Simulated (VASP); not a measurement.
# Mn2ZnAs2 (P-3m1) in VASP: single point with PBE

Aim: the single point of Mn2ZnAs2 with PBE.

All numbers are computed with VASP 6.6.1; they aren't measurements. Logs are shortened: lines on timing, memory, paths and dates and some standing lists are left out, and cuts for length are marked.

**1. The cell of the first run**

Symmetry: P-3m1, No. 164, trigonal system. Conventional cell: a = 3.886 Å, b = 3.886 Å, c = 6.405 Å, α = 90.00°, β = 90.00°, γ = 120.00°. Within 3.4 Å of Mn (site symmetry 3m) lie 4 As at 2.41 Å and 3 Mn at 2.71 Å and 3 Zn at 3.32 Å. Within 3.6 Å of Zn (site symmetry -3m) lie 6 As at 2.73 Å and 6 Mn at 3.32 Å. Within 3.2 Å of As (site symmetry 3m) lie 4 Mn at 2.41 Å and 3 Zn at 2.73 Å.

**2. Single point, PBE, collinear spin, ferromagnetic start (16.75 Å³/atom)**

Contents of INCAR:

```
SYSTEM = Mn2ZnAs2
  PREC = Accurate
  ENCUT = 520
  EDIFF = 1E-7
  ISMEAR = 0
  SIGMA = 0.1
  LREAL = .False.
  LASPH = .True.
  NELM = 150
  ALGO = Normal
  ISIF = 2
  LWAVE = .False.
  LCHARG = .False.
  ISPIN = 2
  MAGMOM = 2.82 2.82 0 0 0
  LORBIT = 11
  LMAXMIX = 4
  GGA = PE
  NBANDS = 36
```

Contents of KPOINTS:

```
Automatic mesh
0
Gamma
  12 12 6
  0 0 0
```

Contents of POSCAR:

```
Mn2ZnAs2
1.0
    3.8858307253      0.0000000000      0.0000000000
   -1.9429153626      3.3652281229      0.0000000000
    0.0000000000      0.0000000000      6.4048341494
Mn Zn As
2 1 2
Direct
    0.3333333333      0.6666666667      0.3814887491
    0.6666666667      0.3333333333      0.6185112509
    0.0000000000      0.0000000000      0.0000000000
    0.3333333333      0.6666666667      0.7572997821
    0.6666666667      0.3333333333      0.2427002179
```

Potentials or basis: VASP PAW PBE potentials, release 64 (Mn_pv, Zn, As).

Command:

```console
$ cat potpaw_PBE.64/Mn_pv/POTCAR potpaw_PBE.64/Zn/POTCAR potpaw_PBE.64/As/POTCAR > POTCAR
$ mpirun -np 1 vasp_std > vasp.out
```

OUTCAR:

```text
SYSTEM = Mn2ZnAs2
   PREC = Accurate
   ENCUT = 520
   EDIFF = 1E-7
   ISMEAR = 0
   LREAL = .False.
   LASPH = .True.
   NELM = 150
   ISIF = 2
   ISPIN = 2
   LORBIT = 11
   GGA = PE

 ion  position               nearest neighbor table
   1  0.333  0.667  0.381-   4 2.41   5 2.41   5 2.41   5 2.41   2 2.71   2 2.71   2 2.71
   2  0.667  0.333  0.619-   5 2.41   4 2.41   4 2.41   4 2.41   1 2.71   1 2.71   1 2.71
   3  0.000  0.000  0.000-   4 2.73   5 2.73   4 2.73   5 2.73   5 2.73   4 2.73
   4  0.333  0.667  0.757-   1 2.41   2 2.41   2 2.41   2 2.41   3 2.73   3 2.73   3 2.73
   5  0.667  0.333  0.243-   2 2.41   1 2.41   1 2.41   1 2.41   3 2.73   3 2.73   3 2.73

  LATTYP: Found a hexagonal cell.
 ALAT       =     3.8858307253
 C/A-ratio  =     1.6482535144

  Lattice vectors:

 A1 = (   3.8858307253,   0.0000000000,   0.0000000000)
 A2 = (  -1.9429153626,   3.3652281229,   0.0000000000)
 A3 = (   0.0000000000,   0.0000000000,   6.4048341494)

Analysis of symmetry for initial positions (statically):
=====================================================================
 Subroutine PRICEL returns:
 Original cell was already a primitive cell.

 Routine SETGRP: Setting up the symmetry group for a
 hexagonal supercell.

 Subroutine GETGRP returns: Found 12 space group operations
 (whereof 12 operations were pure point group operations)
 out of a pool of 24 trial point group operations.

The static configuration has the point symmetry D_3d.

Analysis of symmetry for dynamics (positions and initial velocities):
=====================================================================
 Subroutine PRICEL returns:
 Original cell was already a primitive cell.

 Routine SETGRP: Setting up the symmetry group for a
 hexagonal supercell.

 Subroutine GETGRP returns: Found 12 space group operations
 (whereof 12 operations were pure point group operations)
 out of a pool of 24 trial point group operations.

The dynamic configuration has the point symmetry D_3d.

Analysis of structural, dynamic, and magnetic symmetry:
=====================================================================
 Subroutine PRICEL returns:
 Original cell was already a primitive cell.

 Routine SETGRP: Setting up the symmetry group for a
 hexagonal supercell.

 Subroutine GETGRP returns: Found 12 space group operations
 (whereof 12 operations were pure point group operations)
 out of a pool of 24 trial point group operations.

The overall configuration has the point symmetry D_3d.

 Subroutine INISYM returns: Found 12 space group operations
[... 129 lines left out ...]
   LHFCALC =     F    Hartree Fock is set to
   AEXX    =    0.0000 exact exchange contribution
   IVDW    =     0    specifies the selected vdW correction
   LEPSILON=     F    determine dielectric tensor
   LRPA    =     F    only Hartree local field effects (RPA)
 spin polarized calculation
 Gauss-broadening in eV      SIGMA  =   0.10
  energy-cutoff  :      520.00
  volume of cell :       83.75
 maximum number of plane-waves:      2280
 NGX is ok and might be reduce to    30
   NGX = 15   NGY = 15   NGZ = 23

 number of electron      48.0000009 magnetization       5.0092417

 Free energy of the ion-electron system (eV)
  ---------------------------------------------------
  ext. energy  EPLUGINS =         0.00000000
  ---------------------------------------------------
  free energy    TOTEN  =       -27.97925284 eV

  energy without entropy =      -27.96041146  energy(sigma->0) =      -27.96983215

 E-fermi :   5.8642     XC(G=0): -11.1151

 val. band max:        5.8604185959   @ k =   0.2500   0.2500   0.5000
 cond. band min:       5.8641798332   @ k =   0.0000   0.0000   0.5000
 fundamental gap:      0.0037612373
 Fermi energy:         5.8641504951

 spin component 1

 k-point     1 :       0.0000    0.0000    0.0000
  band No.  band energies     occupation
      1     -43.2445      1.00000
      2     -43.2445      1.00000
      3     -43.1762      1.00000
      4     -43.1762      1.00000
      5     -43.1242      1.00000
      6     -43.0677      1.00000
[... 925 lines left out ...]
     35      12.8152      0.00000
     36      12.9776      0.00000

 [... further k-points ...]

 spin component 2

 k-point     1 :       0.0000    0.0000    0.0000
  band No.  band energies     occupation
      1     -40.6256      1.00000
      2     -40.5624      1.00000
      3     -40.5199      1.00000
      4     -40.5199      1.00000
      5     -40.4425      1.00000
      6     -40.4425      1.00000
[... 925 lines left out ...]
     35      13.2274      0.00000
     36      13.4342      0.00000

 [... further k-points ...]
[... 5 lines left out ...]
  --------------------------------------------------------------------------------------
  -------------------------------------------------------------------------------------
  Total        1.0495914      1.0495914      1.0928711      0.0000000     -0.0000000      0.0000000
  in kB       20.0781912     20.0781912     20.9061104      0.0000000     -0.0000000      0.0000000
  external PRESSURE =      20.3541642 kB  Pullay stress =       0.0000000 kB

 VOLUME and BASIS-vectors are now :
 -----------------------------------------------------------------------------
  energy-cutoff  :      520.00
  volume of cell :       83.75
      direct lattice vectors                 reciprocal lattice vectors
     3.885830725  0.000000000  0.000000000     0.257345230  0.148578338  0.000000000
    -1.942915363  3.365228123  0.000000000     0.000000000  0.297156675  0.000000000
     0.000000000  0.000000000  6.404834149     0.000000000  0.000000000  0.156132068

 POSITION                                       TOTAL-FORCE (eV/Angst)
 -----------------------------------------------------------------------------------
     -0.00000      2.24349      2.44337         0.000000      0.000000     -0.001954
      1.94292      1.12174      3.96146        -0.000000     -0.000000      0.001954
      0.00000      0.00000      0.00000         0.000000      0.000000      0.000000
     -0.00000      2.24349      4.85038        -0.000000      0.000000      0.022737
      1.94292      1.12174      1.55445         0.000000      0.000000     -0.022737
 -----------------------------------------------------------------------------------
    total drift:                                0.000000     -0.000000      0.000000

  FREE ENERGIE OF THE ION-ELECTRON SYSTEM (eV)
  ---------------------------------------------------
  free  energy   TOTEN  =       -27.9792528373 eV

  energy  without entropy=      -27.9604114559  energy(sigma->0) =      -27.96983215

 total charge

# of ion       s       p       d       tot
------------------------------------------
    1        0.310   6.258   5.171  11.739
    2        0.310   6.258   5.171  11.739
    3        0.551   0.326   9.769  10.646
    4        1.219   1.571   0.068   2.858
    5        1.219   1.571   0.068   2.858
--------------------------------------------------
tot          3.608  15.984  20.248  39.840

 magnetization (x)

# of ion       s       p       d       tot
------------------------------------------
    1        0.021   0.014   2.477   2.511
    2        0.021   0.014   2.477   2.511
    3        0.038  -0.004  -0.002   0.032
    4        0.001  -0.116   0.011  -0.104
    5        0.001  -0.116   0.011  -0.104
--------------------------------------------------
tot          0.081  -0.209   4.973   4.845
```

Wall time 15 min (1 thread of Oxide Virtual Turin-like, shared host); peak memory 0.53 GiB.

What came out:

| Property | Result |
| --- | --- |
| Free energy | -27.9793 eV |
| Pressure | 2.0 GPa |
| Largest force | 0.023 eV/Å |
| Net moment | 5.01 μB per cell |
| Site moments | Mn +2.51; Zn +0.03; As -0.10 μB |
| Valence electrons inside the program's atomic spheres | Mn 11.74; Zn 10.65; As 2.86 |

Forces in eV/Å, atoms in the order of the input:
```
Mn   0.000  0.000 -0.002
Mn   0.000  0.000  0.002
Zn   0.000  0.000  0.000
As   0.000  0.000  0.023
As   0.000  0.000 -0.023
```

Caveat: the run started ferromagnetic, and an antiferromagnetic order may lie lower in energy.
